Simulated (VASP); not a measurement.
ZnO: single point with LDA

Crystal: ZnO.

```
Zn O
1.0
     3.23091    0.00000    0.00000
    -1.61545    2.79805    0.00000
     0.00000    0.00000    5.21561
Zn O
2 2
Direct
  0.33333 0.66667 0.97429
  0.66667 0.33333 0.47429
  0.33333 0.66667 0.40771
  0.66667 0.33333 0.90771
```

This cell differs from its parent crystal: atoms displaced along a vibrational mode.

```yaml
Program: VASP 6.6.1
Task: single point
Functional: LDA
Potentials_or_basis: VASP PAW LDA potentials, release 64 (Zn, O)
Cutoff: 520 eV
k_mesh: 9 × 9 × 6
Occupations: gaussian, width 0.01 eV
Spin: no spin polarisation
Dipole_correction: no
Further_INCAR_settings: ALGO = Normal; EDIFF = 1e-06; NBANDS = 26
```

```yaml
Pressure: -1.0 GPa
Largest_force: 0.630 eV/Å
Band_gap_on_the_k_mesh: 0.83 eV
```

Forces on the atoms (eV/Å):
```
Zn   0.000  0.000  0.630
Zn   0.000  0.000  0.630
O    0.000  0.000 -0.630
O    0.000  0.000 -0.630
```

Stress tensor (GPa, compression positive):
```
 3.04  0.00  0.00
 0.00  3.04  0.00
 0.00  0.00 -9.14
```

Levels at points of the mesh, in eV from the valence-band top:
```
           k point  band 14  band 15  band 16  band 17  band 18  band 19  band 20  band 21  band 22  band 23
(0.00, 0.00, 0.00)    -0.72    -0.46    -0.46     0.00     0.00     0.83     4.82     7.83    12.60    12.60
(0.00, 0.00, 0.50)    -2.55    -0.23    -0.23    -0.23    -0.23     3.32     3.32     9.55     9.55    12.85
```

It took 49 s on 1 thread of AMD EPYC 7R13 Processor (Zen 3), with other jobs on the host, peak memory 0.14 GiB.

Caveat: the cell differs from its parent crystal (atoms displaced along a vibrational mode).
